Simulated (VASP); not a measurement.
Crystal: Zn.

```
Zn
1.0
     2.51370    0.00000    0.00000
     0.00000    2.51370    0.00000
     0.00000    0.00000    2.51370
Zn
1
Cartesian
  0.0000 0.0000 0.0000
```

This isn't the form of Zn at room conditions, which is hcp.

* Program: VASP 6.6.1
* Task: relaxation of cell and atoms
* Functional: PBE
* Potentials or basis: VASP PAW PBE potentials, release 64 (Zn)
* Cutoff: 600 eV
* k mesh: 6 × 6 × 6
* Occupations: gaussian, width 0.1 eV
* Spin: no spin polarisation

At the start: pressure 10.2 GPa; volume 15.88 Å³/atom.

Question: How do energy, volume and symmetry change on relaxing?

Answer: Over 5 steps the energy falls by 91.4 meV/atom and the volume is 18.97 Å³/atom (+19.4 %); space group Pm-3m (No. 221, to 0.1 Å) before and after.

The path:
```
step  energy change (eV)  largest force (eV/Å)  pressure (GPa)  volume (Å³)
   1              0.0000                0.0000           10.19        15.88
   2             -0.0885                0.0000            1.34        18.32
   3             -0.0911                0.0000            0.71        18.71
   4             -0.0888                0.0000           -1.37        19.50
   5             -0.0914                0.0000           -0.17        18.97
```

Final structure:
```
CELL_PARAMETERS angstrom
2.66687 0.00000 0.00000
0.00000 2.66687 0.00000
0.00000 0.00000 2.66687
ATOMIC_POSITIONS crystal
Zn 0.00000 0.00000 0.00000
```

Caveat: the k points lie up to 0.39 Å⁻¹ apart in the final cell, too coarse for converged energies and pressures of a metal; the volume moved by over 15 % at a fixed basis, so the end points are rough.
